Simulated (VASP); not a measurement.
# SnO in VASP: single point with PBE+D3(BJ)

Aim: the single point of SnO with PBE+D3(BJ).

All numbers are computed with VASP 6.6.1; they aren't measurements. Logs are shortened: lines on timing, memory, paths and dates and some standing lists are left out, and cuts for length are marked.

## Step 1: The cell of the first run

The cell holds a slab with vacuum, 8 atoms: a = 3.820 Å, b = 3.820 Å, c = 22.226 Å, α = 90.00°, β = 90.00°, γ = 90.00°.

## Step 2: Single point, PBE+D3(BJ) (layers slid over each other)

INCAR

```
ALGO = Normal ; DIPOL = 0.5 0.5 0.403
EDIFF = 1E-6 ; ENCUT = 520
GGA = PE ; GGA_COMPAT = False
IDIPOL = 3 ; ISIF = 2
ISMEAR = 0 ; IVDW = 12
LASPH = True ; LCHARG = False
LDIPOL = True ; LREAL = False
LWAVE = False ; NBANDS = 50
NELM = 120 ; NELMDL = -8
PREC = Accurate ; SIGMA = 0.05
```

KPOINTS

```
k-points
0
Gamma
  7 7 1
```

POSCAR

```
SnO
1.0
    3.8201708766      0.0000000000      0.0000000000
    0.0000000000      3.8201708766      0.0000000000
    0.0000000000      0.0000000000     22.2260720666
Sn O
4 4
Direct
    0.5000000000      0.0000000000      0.2024649244
    0.0000000000      0.5000000000      0.3087831270
    0.2500000000      1.0000000000      0.4977503897
    0.7500000000      0.5000000000      0.6040685923
    0.0000000000      0.0000000000      0.2556240257
    0.5000000000      0.5000000000      0.2556240257
    0.7500000000      1.0000000000      0.5509094910
    0.2500000000      0.5000000000      0.5509094910
```

Potentials or basis: VASP PAW PBE potentials, release 64 (Sn_d, O).

Launch:

```sh
cat potpaw_PBE.64/Sn_d/POTCAR potpaw_PBE.64/O/POTCAR > POTCAR
mpirun -np 1 vasp_std > vasp.out
```

OUTCAR:

```text
EDIFF = 1E-6
   ENCUT = 520
   GGA = PE
   ISIF = 2
   ISMEAR = 0
   IVDW = 12
   LASPH = True
   LREAL = False
   NELM = 120
   NELMDL = -8
   PREC = Accurate
 IVDW          = 12

 ion  position               nearest neighbor table
   1  0.500  0.000  0.202-   5 2.25   6 2.25   6 2.25   5 2.25   2 3.59   2 3.59   2 3.59   2 3.59

   2  0.000  0.500  0.309-   5 2.25   6 2.25   5 2.25   6 2.25   1 3.59   1 3.59   1 3.59   1 3.59

   3  0.250  0.000  0.498-   7 2.25   8 2.25   8 2.25   7 2.25   4 3.59   4 3.59   4 3.59   4 3.59

   4  0.750  0.500  0.604-   7 2.25   8 2.25   7 2.25   8 2.25   3 3.59   3 3.59   3 3.59   3 3.59

   5  0.000  0.000  0.256-   2 2.25   2 2.25   1 2.25   1 2.25
   6  0.500  0.500  0.256-   2 2.25   2 2.25   1 2.25   1 2.25
   7  0.750  0.000  0.551-   3 2.25   3 2.25   4 2.25   4 2.25
   8  0.250  0.500  0.551-   3 2.25   3 2.25   4 2.25   4 2.25

  LATTYP: Found a simple tetragonal cell.
 ALAT       =     3.8201708766
 C/A-ratio  =     5.8180832179

  Lattice vectors:

 A1 = (   3.8201708766,   0.0000000000,   0.0000000000)
 A2 = (   0.0000000000,   3.8201708766,   0.0000000000)
 A3 = (   0.0000000000,   0.0000000000,  22.2260720666)

Analysis of symmetry for initial positions (statically):
=====================================================================
 Subroutine PRICEL returns:
 Original cell was already a primitive cell.

 Routine SETGRP: Setting up the symmetry group for a
 simple tetragonal supercell.

 Subroutine GETGRP returns: Found  4 space group operations
 (whereof  2 operations were pure point group operations)
 out of a pool of 16 trial point group operations.

The static configuration has the point symmetry C_1h.
 The point group associated with its full space group is C_2h.

Analysis of symmetry for dynamics (positions and initial velocities):
=====================================================================
 Subroutine PRICEL returns:
 Original cell was already a primitive cell.

 Routine SETGRP: Setting up the symmetry group for a
 simple tetragonal supercell.

 Subroutine GETGRP returns: Found  4 space group operations
 (whereof  2 operations were pure point group operations)
 out of a pool of 16 trial point group operations.

The dynamic configuration has the point symmetry C_1h.
 The point group associated with its full space group is C_2h.

 Subroutine INISYM returns: Found  4 space group operations
 (whereof  2 operations are pure point group operations),
 and found     1 'primitive' translations

----------------------------------------------------------------------------------------

                                     Primitive cell

  volume of cell :     324.3608

  direct lattice vectors                    reciprocal lattice vectors
     3.820170877  0.000000000  0.000000000     0.261768395  0.000000000  0.000000000
     0.000000000  3.820170877  0.000000000     0.000000000  0.261768395  0.000000000
     0.000000000  0.000000000 22.226072067     0.000000000  0.000000000  0.044992205

  length of vectors
     3.820170877  3.820170877 22.226072067     0.261768395  0.261768395  0.044992205

  position of ions in fractional coordinates (direct lattice)
     0.500000000  0.000000000  0.202464924
     0.000000000  0.500000000  0.308783127
     0.250000000  0.000000000  0.497750390
     0.750000000  0.500000000  0.604068592
     0.000000000  0.000000000  0.255624026
     0.500000000  0.500000000  0.255624026
     0.750000000  0.000000000  0.550909491
     0.250000000  0.500000000  0.550909491

  ion indices of the primitive-cell ions
   primitive index   ion index
                 1           1
                 2           2
                 3           3
                 4           4
                 5           5
                 6           6
                 7           7
                 8           8

----------------------------------------------------------------------------------------

 KPOINTS: k-points

Automatic generation of k-mesh.
 Grid dimensions read from file:
 generate k-points for:    7    7    1

 Generating k-lattice:

  Cartesian coordinates                     Fractional coordinates (reciprocal lattice)
     0.037395485  0.000000000  0.000000000     0.142857143  0.000000000  0.000000000
     0.000000000  0.037395485  0.000000000     0.000000000  0.142857143  0.000000000
     0.000000000  0.000000000  0.044992205     0.000000000  0.000000000  1.000000000

  Length of vectors
     0.037395485  0.037395485  0.044992205

  Shift w.r.t. Gamma in fractional coordinates (k-lattice)
     0.000000000  0.000000000  0.000000000

 Subroutine IBZKPT returns following result:
 ===========================================

 Found     16 irreducible k-points:

 Following reciprocal coordinates:
            Coordinates               Weight
  0.000000  0.000000  0.000000      1.000000
  0.142857  0.000000  0.000000      2.000000
  0.000000  0.142857  0.000000      2.000000
  0.285714  0.000000  0.000000      2.000000
  0.000000  0.285714  0.000000      2.000000
  0.428571  0.000000  0.000000      2.000000
[... 8 lines left out ...]
 -0.285714  0.428571  0.000000      4.000000
  0.428571  0.428571  0.000000      4.000000
   k-points           NKPTS =     16   k-points in BZ     NKDIM =     16   number of bands    NBANDS=     50
   number of dos      NEDOS =    301   number of ions     NIONS =      8
   total plane-waves  NPLWV = 131712
   dimension x,y,z NGX =    28 NGY =   28 NGZ =  168
   dimension x,y,z NGXF=    56 NGYF=   56 NGZF=  336
   ions per type =               4   4
   NGX,Y,Z   is equivalent  to a cutoff of  12.19, 12.19, 12.57 a.u.
   NGXF,Y,Z  is equivalent  to a cutoff of  24.37, 24.37, 25.13 a.u.
 SYSTEM =  unknown system
   PREC   = accura    normal or accurate (medium, high low for compatibility)
   ISTART =      0    job   : 0-new  1-cont  2-samecut
   ICHARG =      2    charge: 1-file 2-atom 10-const
   ISPIN  =      1    spin polarized calculation?
   LNONCOLLINEAR =      F non collinear calculations
   LSORBIT =      F    spin-orbit coupling
   LASPH  =      T    aspherical Exc in radial PAW
   ENCUT  =  520.0 eV  38.22 Ry    6.18 a.u.   7.10  7.10 41.33*2*pi/ulx,y,z
   NELM   =    120;   NELMIN=  2; NELMDL= -8     # of ELM steps
   EDIFF  = 0.1E-05   stopping-criterion for ELM
   LREAL  =      F    real-space projection
   EDIFFG = 0.1E-04   stopping-criterion for IOM
   NSW    =      0    number of steps for IOM
   IBRION =     -1    ionic relax: 0-MD 1-quasi-New 2-CG
   NFREE  =      0    steps in history (QN), initial steepest desc. (CG)
   ISIF   =      2    stress and relaxation
   ISYM   =      2    0-nonsym 1-usesym 2-fastsym
   POTIM  = 0.5000    time-step for ionic-motion
   TEBEG  =    0.0;   TEEND  =   0.0 temperature during run
   PSTRESS=    0.0 pullay stress
   NELECT =      80.0000    total number of electrons
   NUPDOWN=      -1.0000    fix difference up-down
   EMIN   =  10.00;   EMAX   =-10.00  energy-range for DOS
   EFERMI =   0.00;   METHOD = LEGACY
   ISMEAR =     0;   SIGMA  =   0.05  broadening in eV -4-tet -1-fermi 0-gaus
   EFERMI_NEDOS =   21; number of points for ismear=-14 and -15
   IALGO  =     38    algorithm
   IMIX   =      4    mixing-type and parameters
     AMIX     =   0.40;   BMIX     =  1.00
     AMIX_MAG =   1.60;   BMIX_MAG =  1.00
  volume/ion in A,a.u.               =      40.55       273.61
  Fermi-wavevector in a.u.,A,eV,Ry     =   1.026665  1.940115 14.341097  1.054041
  Thomas-Fermi vector in A             =   2.160570
   LORBIT       =      0    0 simple, 1 ext, 2 COOP (PROOUT), +10 PAW based schemes
   GGA     = PE    functional components
   LHFCALC =     F    Hartree Fock is set to
   AEXX    =    0.0000 exact exchange contribution
   IVDW    =    12    specifies the selected vdW correction
   LEPSILON=     F    determine dielectric tensor
   LRPA    =     F    only Hartree local field effects (RPA)
 non-spin polarized calculation
 Gauss-broadening in eV      SIGMA  =   0.05
  energy-cutoff  :      520.00
  volume of cell :      324.36
 maximum number of plane-waves:      8769
   NGX = 15   NGY = 15   NGZ = 83

 dipolmoment           0.000000      0.000000      0.000048 electrons x Angstroem

 number of electron      79.9999970 magnetization

 dipolmoment           0.000000      0.000000     -0.000004 electrons x Angstroem

 Free energy of the ion-electron system (eV)
  ---------------------------------------------------
  ext. energy  EPLUGINS =         0.00000000
  ---------------------------------------------------
  free energy    TOTEN  =       -45.18533116 eV

  energy without entropy =      -45.18533116  energy(sigma->0) =      -45.18533116

 E-fermi :   0.0475     XC(G=0):  -5.3260

 val. band max:       -0.2259872910   @ k =   0.1429   0.0000   0.0000
 cond. band min:       2.3302057009   @ k =   0.0000   0.0000   0.0000
 fundamental gap:      2.5561929920
 Fermi energy:         0.0475447515

 k-point     1 :       0.0000    0.0000    0.0000
  band No.  band energies     occupation
      1     -21.0594      2.00000
      2     -21.0593      2.00000
      3     -20.6988      2.00000
      4     -20.6988      2.00000
      5     -20.6608      2.00000
      6     -20.6608      2.00000
[... 42 lines left out ...]
     49       5.1829      0.00000
     50       5.2325      0.00000

 k-point     2 :       0.1429    0.0000    0.0000
  band No.  band energies     occupation
      1     -21.0504      2.00000
      2     -21.0504      2.00000
      3     -20.6994      2.00000
      4     -20.6993      2.00000
      5     -20.6627      2.00000
      6     -20.6622      2.00000
[... 734 lines left out ...]
 k-point    16 :       0.4286    0.4286    0.0000
  band No.  band energies     occupation
      1     -21.0002      2.00000
      2     -20.9999      2.00000
      3     -20.9862      2.00000
      4     -20.9859      2.00000
      5     -20.6655      2.00000
      6     -20.6654      2.00000
[... 42 lines left out ...]
     49       6.0354      0.00000
     50       6.3162      0.00000

------------------------ aborting loop because EDIFF is reached ----------------------------------------

 vacuum level on the upper side and lower side of the slab       (xc-potential included)        -0.163        -0.161

 Edisp (eV)   -1.23879

 E8    (eV) :    -0.5480

  FORCE on cell =-STRESS in cart. coord.  units (eV):
  Direction    XX          YY          ZZ          XY          YZ          ZX
  --------------------------------------------------------------------------------------
  -------------------------------------------------------------------------------------
  Total       0.13709     0.17129    -0.27126     0.00000     0.00000     0.12651
  in kB       0.67713     0.84609    -1.33989     0.00000     0.00000     0.62491
  external pressure =        0.06 kB  Pullay stress =        0.00 kB

 VOLUME and BASIS-vectors are now :
 -----------------------------------------------------------------------------
  energy-cutoff  :      520.00
  volume of cell :      324.36
      direct lattice vectors                 reciprocal lattice vectors
     3.820170877  0.000000000  0.000000000     0.261768395  0.000000000  0.000000000
     0.000000000  3.820170877  0.000000000     0.000000000  0.261768395  0.000000000
     0.000000000  0.000000000 22.226072067     0.000000000  0.000000000  0.044992205

 POSITION                                       TOTAL-FORCE (eV/Angst)
 -----------------------------------------------------------------------------------
      1.91009      0.00000      4.50000        -0.002518      0.000000     -0.080051
      0.00000      1.91009      6.86304        -0.009132      0.000000      0.165525
      0.95504      0.00000     11.06304         0.009132      0.000000     -0.165525
      2.86513      1.91009     13.42607         0.002518      0.000000      0.080051
      0.00000      0.00000      5.68152         0.005112      0.000000      0.010027
      1.91009      1.91009      5.68152        -0.015028      0.000000      0.010368
      2.86513      0.00000     12.24455         0.015028      0.000000     -0.010368
      0.95504      1.91009     12.24455        -0.005112      0.000000     -0.010027
 -----------------------------------------------------------------------------------
    total drift:                                0.000000      0.000000     -0.000162

  FREE ENERGIE OF THE ION-ELECTRON SYSTEM (eV)
  ---------------------------------------------------
  free  energy   TOTEN  =       -46.4241212788 eV

  energy  without entropy=      -46.4241212788  energy(sigma->0) =      -46.42412128

 vacuum level on the upper side and lower side of the slab         4.785         4.788
```

Run time: 10 min. Hardware: 1 thread of Oxide Virtual Turin-like, shared host; peak memory 0.43 GiB.

Results:

```yaml
Free_energy: -46.4241 eV
Largest_force: 0.166 eV/Å
Band_gap_on_the_k_mesh: 2.56 eV (least direct gap 2.58 eV)
Dispersion_energy_per_atom: -0.155 eV
```

Forces on the atoms (eV/Å):
```
Sn  -0.003  0.000 -0.080
Sn  -0.009  0.000  0.166
Sn   0.009  0.000 -0.166
Sn   0.003  0.000  0.080
O    0.005  0.000  0.010
O   -0.015  0.000  0.010
O    0.015  0.000 -0.010
O   -0.005  0.000 -0.010
```

Caveat: the cell differs from its parent crystal (layers slid over each other); spin-orbit coupling is left out, which moves the levels of the heavy elements.
